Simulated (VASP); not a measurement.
# Si3N4 in VASP: a series of runs

Runs on Si3N4. Level: PBE. Tasks: relaxation of the atoms, single point.

Everything below comes from runs of VASP 6.6.1. Logs are shortened: lines on timing, memory, paths and dates and some standing lists are left out, and cuts for length are marked.

### Step 1. The cell of the first run

Symmetry: I-43d, No. 220, cubic system. Conventional cell: a = 6.387 Å, b = 6.387 Å, c = 6.387 Å, α = 90.00°, β = 90.00°, γ = 90.00°. Si (site symmetry -4) has 4 N at 1.73 Å within 2.3 Å. N (site symmetry 3) has 3 Si at 1.73 Å within 2.3 Å.

### Step 2. Relaxation of the atoms, PBE (9.31 Å³/atom)

INCAR reads:

```
  PREC = Accurate
  ENCUT = 520
  EDIFF = 1E-6
  ISMEAR = -1
  SIGMA = 0.02
  LREAL = False
  LASPH = True
  NELM = 60
  ALGO = Normal
  ISIF = 2
  LWAVE = False
  LCHARG = False
  GGA = PE
  IBRION = 2
  NSW = 80
  EDIFFG = -0.02
```

KPOINTS reads:

```
Automatic mesh
0
Gamma
  6 6 6
```

POSCAR reads:

```
Si3N4
1.0
   -3.1935966635      3.1935966635      3.1935966635
    3.1935966635     -3.1935966635      3.1935966635
    3.1935966635      3.1935966635     -3.1935966635
Si N
6 8
Direct
    0.2500000000      0.1250000000      0.8750000000
    0.8750000000      0.2500000000      0.1250000000
    0.7500000000      0.3750000000      0.6250000000
    0.6250000000      0.7500000000      0.3750000000
    0.1250000000      0.8750000000      0.2500000000
    0.3750000000      0.6250000000      0.7500000000
    0.5628000000      0.5628000000      0.5628000000
    0.4372000000      0.5000000000      0.0000000000
    0.5000000000      0.0000000000      0.9372000000
    0.0000000000      0.4372000000      0.5000000000
    0.9372000000      0.5000000000      0.0000000000
    0.0628000000      0.0628000000      0.0628000000
    0.0000000000      0.9372000000      0.5000000000
    0.5000000000      0.0000000000      0.4372000000
```

Potentials or basis: VASP PAW PBE potentials, release 64 (Si, N).

Launch:

```console
$ cat potpaw_PBE.64/Si/POTCAR potpaw_PBE.64/N/POTCAR > POTCAR
$ mpirun -np 1 vasp_std > vasp.out
```

OUTCAR:

```text
PREC = Accurate
   ENCUT = 520
   EDIFF = 1E-6
   ISMEAR = -1
   LREAL = False
   LASPH = True
   NELM = 60
   ISIF = 2
   GGA = PE
   IBRION = 2
   NSW = 80
   EDIFFG = -0.02

 ion  position               nearest neighbor table
   1  0.250  0.125  0.875-  12 1.73   9 1.73   8 1.73  13 1.73   4 2.99   6 2.99   5 2.99   6 2.99
                             4 2.99   5 2.99   2 2.99   2 2.99
   2  0.875  0.250  0.125-  11 1.73   9 1.73  10 1.73  12 1.73   5 2.99   6 2.99   6 2.99   5 2.99
                             1 2.99   3 2.99   1 2.99   3 2.99
   3  0.750  0.375  0.625-  10 1.73  14 1.73  11 1.73   7 1.73   6 2.99   5 2.99   5 2.99   6 2.99
                             2 2.99   2 2.99   4 2.99   4 2.99
   4  0.625  0.750  0.375-   7 1.73   8 1.73  13 1.73  14 1.73   1 2.99   5 2.99   6 2.99   1 2.99
                             5 2.99   3 2.99   6 2.99   3 2.99
   5  0.125  0.875  0.250-  12 1.73  13 1.73  11 1.73  14 1.73   1 2.99   4 2.99   3 2.99   2 2.99
                             3 2.99   4 2.99   1 2.99   2 2.99
   6  0.375  0.625  0.750-   7 1.73   8 1.73   9 1.73  10 1.73   4 2.99   1 2.99   2 2.99   1 2.99
                             3 2.99   2 2.99   4 2.99   3 2.99
   7  0.563  0.563  0.563-   4 1.73   6 1.73   3 1.73
   8  0.437  0.500  0.000-   6 1.73   4 1.73   1 1.73
   9  0.500  0.000  0.937-   2 1.73   6 1.73   1 1.73
  10  0.000  0.437  0.500-   3 1.73   6 1.73   2 1.73
  11  0.937  0.500  0.000-   2 1.73   5 1.73   3 1.73
  12  0.063  0.063  0.063-   1 1.73   5 1.73   2 1.73
  13  0.000  0.937  0.500-   5 1.73   4 1.73   1 1.73
  14  0.500  0.000  0.437-   3 1.73   5 1.73   4 1.73

  LATTYP: Found a body centered cubic cell.
 ALAT       =     6.3871933270

  Lattice vectors:

 A1 = (  -3.1935966635,   3.1935966635,   3.1935966635)
 A2 = (   3.1935966635,  -3.1935966635,   3.1935966635)
 A3 = (   3.1935966635,   3.1935966635,  -3.1935966635)

Analysis of symmetry for initial positions (statically):
=====================================================================
 Subroutine PRICEL returns:
 Original cell was already a primitive cell.

 Routine SETGRP: Setting up the symmetry group for a
 body centered cubic supercell.

 Subroutine GETGRP returns: Found 24 space group operations
 (whereof  3 operations were pure point group operations)
 out of a pool of 48 trial point group operations.

The static configuration has the point symmetry C_3 .
 The point group associated with its full space group is T_d .

Analysis of symmetry for dynamics (positions and initial velocities):
=====================================================================
 Subroutine PRICEL returns:
 Original cell was already a primitive cell.

 Routine SETGRP: Setting up the symmetry group for a
 body centered cubic supercell.

 Subroutine GETGRP returns: Found 24 space group operations
 (whereof  3 operations were pure point group operations)
 out of a pool of 48 trial point group operations.

The dynamic configuration has the point symmetry C_3 .
 The point group associated with its full space group is T_d .

 Subroutine INISYM returns: Found 24 space group operations
 (whereof  3 operations are pure point group operations),
 and found     1 'primitive' translations

----------------------------------------------------------------------------------------

                                     Primitive cell

  volume of cell :     130.2867

  direct lattice vectors                    reciprocal lattice vectors
    -3.193596664  3.193596664  3.193596664     0.000000000  0.156563290  0.156563290
     3.193596664 -3.193596664  3.193596664     0.156563290  0.000000000  0.156563290
     3.193596664  3.193596664 -3.193596664     0.156563290  0.156563290  0.000000000

  length of vectors
     5.531471680  5.531471680  5.531471680     0.221413928  0.221413928  0.221413928

  position of ions in fractional coordinates (direct lattice)
     0.250000000  0.125000000  0.875000000
     0.875000000  0.250000000  0.125000000
     0.750000000  0.375000000  0.625000000
     0.625000000  0.750000000  0.375000000
     0.125000000  0.875000000  0.250000000
     0.375000000  0.625000000  0.750000000
     0.562800000  0.562800000  0.562800000
     0.437200000  0.500000000  0.000000000
     0.500000000  0.000000000  0.937200000
     0.000000000  0.437200000  0.500000000
     0.937200000  0.500000000  0.000000000
     0.062800000  0.062800000  0.062800000
     0.000000000  0.937200000  0.500000000
     0.500000000  0.000000000  0.437200000

  ion indices of the primitive-cell ions
   primitive index   ion index
                 1           1
                 2           2
                 3           3
                 4           4
                 5           5
                 6           6
                 7           7
                 8           8
                 9           9
                10          10
                11          11
                12          12
                13          13
                14          14

----------------------------------------------------------------------------------------

 KPOINTS: Automatic mesh

Automatic generation of k-mesh.
 Grid dimensions read from file:
 generate k-points for:    6    6    6

 Generating k-lattice:

  Cartesian coordinates                     Fractional coordinates (reciprocal lattice)
     0.000000000  0.026093882  0.026093882     0.166666667  0.000000000  0.000000000
     0.026093882  0.000000000  0.026093882     0.000000000  0.166666667  0.000000000
     0.026093882  0.026093882  0.000000000     0.000000000  0.000000000  0.166666667

  Length of vectors
     0.036902321  0.036902321  0.036902321

  Shift w.r.t. Gamma in fractional coordinates (k-lattice)
     0.000000000  0.000000000  0.000000000

 Subroutine IBZKPT returns following result:
 ===========================================

 Found     16 irreducible k-points:

 Following reciprocal coordinates:
            Coordinates               Weight
  0.000000  0.000000  0.000000      1.000000
  0.166667  0.000000  0.000000     12.000000
  0.333333  0.000000  0.000000     12.000000
  0.500000  0.000000  0.000000      6.000000
  0.166667  0.166667  0.000000     24.000000
  0.333333  0.166667  0.000000     48.000000
[... 8 lines left out ...]
  0.500000  0.500000  0.333333     12.000000
  0.500000  0.500000  0.500000      1.000000
   k-points           NKPTS =     16   k-points in BZ     NKDIM =     16   number of bands    NBANDS=     40
   number of dos      NEDOS =    301   number of ions     NIONS =     14
   total plane-waves  NPLWV =  74088
   dimension x,y,z NGX =    42 NGY =   42 NGZ =   42
   dimension x,y,z NGXF=    84 NGYF=   84 NGZF=   84
   ions per type =               6   8
   NGX,Y,Z   is equivalent  to a cutoff of  12.62, 12.62, 12.62 a.u.
   NGXF,Y,Z  is equivalent  to a cutoff of  25.25, 25.25, 25.25 a.u.
 SYSTEM =  unknown system
   PREC   = accura    normal or accurate (medium, high low for compatibility)
   ISTART =      0    job   : 0-new  1-cont  2-samecut
   ICHARG =      2    charge: 1-file 2-atom 10-const
   ISPIN  =      1    spin polarized calculation?
   LNONCOLLINEAR =      F non collinear calculations
   LSORBIT =      F    spin-orbit coupling
   LASPH  =      T    aspherical Exc in radial PAW
   ENCUT  =  520.0 eV  38.22 Ry    6.18 a.u.  10.28 10.28 10.28*2*pi/ulx,y,z
   NELM   =     60;   NELMIN=  2; NELMDL= -5     # of ELM steps
   EDIFF  = 0.1E-05   stopping-criterion for ELM
   LREAL  =      F    real-space projection
   EDIFFG = -.2E-01   stopping-criterion for IOM
   NSW    =     80    number of steps for IOM
   IBRION =      2    ionic relax: 0-MD 1-quasi-New 2-CG
   NFREE  =      1    steps in history (QN), initial steepest desc. (CG)
   ISIF   =      2    stress and relaxation
   ISYM   =      2    0-nonsym 1-usesym 2-fastsym
   POTIM  = 0.5000    time-step for ionic-motion
   TEBEG  =    0.0;   TEEND  =   0.0 temperature during run
   PSTRESS=    0.0 pullay stress
   NELECT =      64.0000    total number of electrons
   NUPDOWN=      -1.0000    fix difference up-down
   EMIN   =  10.00;   EMAX   =-10.00  energy-range for DOS
   EFERMI =   0.00;   METHOD = LEGACY
   ISMEAR =    -1;   SIGMA  =   0.02  broadening in eV -4-tet -1-fermi 0-gaus
   EFERMI_NEDOS =   21; number of points for ismear=-14 and -15
   IALGO  =     38    algorithm
   IMIX   =      4    mixing-type and parameters
     AMIX     =   0.40;   BMIX     =  1.00
     AMIX_MAG =   1.60;   BMIX_MAG =  1.00
  volume/ion in A,a.u.               =       9.31        62.80
  Fermi-wavevector in a.u.,A,eV,Ry     =   1.291719  2.440995 22.701842  1.668538
  Thomas-Fermi vector in A             =   2.423472
   LORBIT       =      0    0 simple, 1 ext, 2 COOP (PROOUT), +10 PAW based schemes
   GGA     = PE    functional components
   LHFCALC =     F    Hartree Fock is set to
   AEXX    =    0.0000 exact exchange contribution
   IVDW    =     0    specifies the selected vdW correction
   LEPSILON=     F    determine dielectric tensor
   LRPA    =     F    only Hartree local field effects (RPA)
 conjugate gradient relaxation of ions
 non-spin polarized calculation
  energy-cutoff  :      520.00
  volume of cell :      130.29
 maximum number of plane-waves:      3564
 NGX is ok and might be reduce to    42
   NGX = 21   NGY = 21   NGZ = 21

--------------------------------------- Ionic step        1  -------------------------------------------

 number of electron      64.0000008 magnetization

 Free energy of the ion-electron system (eV)
  ---------------------------------------------------
  ext. energy  EPLUGINS =         0.00000000
  ---------------------------------------------------
  free energy    TOTEN  =      -112.89178339 eV

  energy without entropy =     -112.89178339  energy(sigma->0) =     -112.89178339

------------------------ aborting loop because EDIFF is reached ----------------------------------------

  FORCE on cell =-STRESS in cart. coord.  units (eV):
  Direction    XX          YY          ZZ          XY          YZ          ZX
  --------------------------------------------------------------------------------------
  -------------------------------------------------------------------------------------
  Total       11.0084349     11.0084349     11.0084349      0.0000000     -0.0000000      0.0000000
  in kB      135.3742214    135.3742214    135.3742214      0.0000000     -0.0000000      0.0000000
  external PRESSURE =     135.3742214 kB  Pullay stress =       0.0000000 kB
[... 81 lines left out ...]
  energy  without entropy=     -112.8967343703  energy(sigma->0) =     -112.89673437

--------------------------------------- Ionic step        3  -------------------------------------------

 number of electron      64.0000018 magnetization

 Free energy of the ion-electron system (eV)
  ---------------------------------------------------
  ext. energy  EPLUGINS =         0.00000000
  ---------------------------------------------------
  free energy    TOTEN  =      -112.90289172 eV

  energy without entropy =     -112.90289172  energy(sigma->0) =     -112.90289172

 E-fermi :   8.6411     XC(G=0): -11.5704

 val. band max:        8.1702264877   @ k =   0.3333   0.3333   0.0000
 cond. band min:      12.3666636355   @ k =  -0.1667   0.1667   0.1667
 fundamental gap:      4.1964371478
 Fermi energy:         8.6410751011

 k-point     1 :       0.0000    0.0000    0.0000
  band No.  band energies     occupation
      1     -10.3253      2.00000
      2      -7.2988      2.00000
      3      -7.2988      2.00000
      4      -7.2988      2.00000
      5      -6.7812      2.00000
      6      -6.7812      2.00000
[... 718 lines left out ...]
  FREE ENERGIE OF THE ION-ELECTRON SYSTEM (eV)
  ---------------------------------------------------
  free  energy   TOTEN  =      -112.9028917243 eV

  energy  without entropy=     -112.9028917243  energy(sigma->0) =     -112.90289172

 reached required accuracy - stopping structural energy minimisation
```

Run time: 5.2 min. Hardware: 1 thread of Intel Xeon 8259CL, shared host; peak memory 0.28 GiB.

Results:

```yaml
Free_energy: -112.9029 eV
Energy_gained_by_relaxing: 0.8 meV/atom
Ionic_steps: 3
Pressure_after_relaxing: 12.9 GPa
Band_gap_on_the_k_mesh: 4.20 eV (least direct gap 4.37 eV)
```

Step by step:
| step | energy change (eV) | largest force (eV/Å) | pressure (GPa) |
| --- | --- | --- | --- |
| 1 | 0.0000 | 0.1213 | 13.54 |
| 2 | -0.0050 | 0.0900 | 13.38 |
| 3 | -0.0111 | 0.0000 | 12.92 |

Final structure:
```
Si N
1.0
    -3.19360    3.19360    3.19360
     3.19360   -3.19360    3.19360
     3.19360    3.19360   -3.19360
Si N
6 8
Cartesian
  2.3952 3.1936 -1.5968
  -1.5968 2.3952 3.1936
  0.7984 3.1936 1.5968
  1.5968 0.7984 3.1936
  3.1936 -1.5968 2.3952
  3.1936 1.5968 0.7984
  1.7843 1.7843 1.7843
  0.1875 -0.1875 3.0061
  1.4093 4.6029 -1.4093
  3.0061 0.1875 -0.1875
  -1.4093 1.4093 4.6029
  0.1875 0.1875 0.1875
  4.6029 -1.4093 1.4093
  -0.1875 3.0061 0.1875
```

Levels at points of the mesh, in eV from the valence-band top:
| k point | band 29 | band 30 | band 31 | band 32 | band 33 | band 34 | band 35 | band 36 |
| --- | --- | --- | --- | --- | --- | --- | --- | --- |
| (0.00, 0.00, 0.00) | -0.15 | -0.15 | -0.15 | -0.04 | 4.59 | 4.59 | 4.92 | 4.92 |
| (0.50, 0.00, 0.00) | -1.32 | -1.32 | -0.01 | -0.01 | 5.13 | 5.13 | 6.27 | 6.27 |
| (0.50, 0.50, 0.50) | -2.02 | -2.02 | -1.24 | -1.24 | 5.59 | 5.59 | 5.59 | 5.59 |

[end of part 1 of 2]
